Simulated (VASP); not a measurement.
Runs of VASP 6.6.1 on SrHf2O5. The structure is that of space group Cmcm (No. 63), or close to it. The cells are those of the table. 

```tsv
task	cell	k mesh	cutoff (eV)	smearing	gap on the mesh (eV)	pressure (GPa)	largest force (eV/Å)
single point	a = 5.839, b = 5.839, c = 11.228 Å, angles 90.0, 90.0, 140.7°, 16 atoms	6 × 6 × 2	600	gaussian 0.02 eV	(a)	3.0	0.23
single point	a = 5.884, b = 5.884, c = 11.361 Å, angles 90.0, 90.0, 140.6°, 16 atoms	6 × 6 × 2	520	gaussian 0.02 eV	4.56	-1.2	(b)
single point	a = 5.875, b = 5.875, c = 11.373 Å, angles 90.0, 90.0, 140.4°, 16 atoms	3 × 3 × 1	520	gaussian 0.15 eV	4.56	-1.6	0.29
relaxation of cell and atoms	relaxed from a = 5.571, b = 5.571, c = 10.550 Å, angles 90.0, 90.0, 137.9°, 16 atoms	3 × 3 × 1	600	gaussian 0.15 eV	4.56	0.0	0.05
```

Alike in all rows: level PBE; potentials or basis VASP PAW PBE potentials, release 64 (Sr_sv, Hf_pv, O); no spin polarisation.

Q: Estimate the missing entries.

A: (a) 4.65; (b) 0.22.

Caveats: some runs use coarse meshes; spin-orbit coupling is left out, which moves the levels of the heavy elements; the relaxation stopped at a loose force limit of 0.08 eV/Å, so its end isn't a converged minimum (some runs).

A k mesh can miss the band edges, and the runs leave out spin-orbit coupling on Hf, Sr.
